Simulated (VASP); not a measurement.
Input of a VASP 6.6.1 run:

File INCAR:

```
SYSTEM = TeAs2
PREC = Accurate
ENCUT = 520
EDIFF = 1E-6
ISMEAR = 0
SIGMA = 0.1
LREAL = .False.
LASPH = .True.
NELM = 60
ALGO = Normal
ISIF = 2
LWAVE = .False.
LCHARG = .False.
GGA = PE
NBANDS = 25
```

The input KPOINTS:

```
Automatic mesh
0
Gamma
  2 2 2
  0.5 0.5 0.5
```

The input POSCAR:

```
TeAs2
1.0
   -3.5564540000      3.5564540000      2.9405160000
    3.5564540000     -3.5564540000      2.9405160000
    3.5564540000      3.5564540000     -2.9405160000
Te As
2 4
Direct
    0.7500000000      0.2500000000      0.5000000000
    0.0000000000      0.0000000000      0.0000000000
    0.3750000000      0.6250000000      0.2500000000
    0.3750000000      0.1250000000      0.7500000000
    0.3750000000      0.6250000000      0.7500000000
    0.8750000000      0.6250000000      0.2500000000
```

Potentials or basis: VASP PAW PBE potentials, release 64 (Te, As).

Command:

```console
$ cat potpaw_PBE.64/Te/POTCAR potpaw_PBE.64/As/POTCAR > POTCAR
$ mpirun -np 1 vasp_std > vasp.out
```

Q: What does it give for the pressure?

A: -0.6 GPa.

Q: Estimate the band gap on the k mesh.

A: 0.58 eV (least direct gap 0.82 eV).

Stress tensor (GPa, compression positive):
```
-0.39  0.00  0.00
 0.00 -0.39  0.00
 0.00  0.00 -1.11
```

Caveat: the k points lie up to 0.69 Å⁻¹ apart; spin-orbit coupling is left out, which moves the levels of the heavy elements; a shifted mesh leaves out Γ, where band edges can lie. A k mesh can miss the band edges.
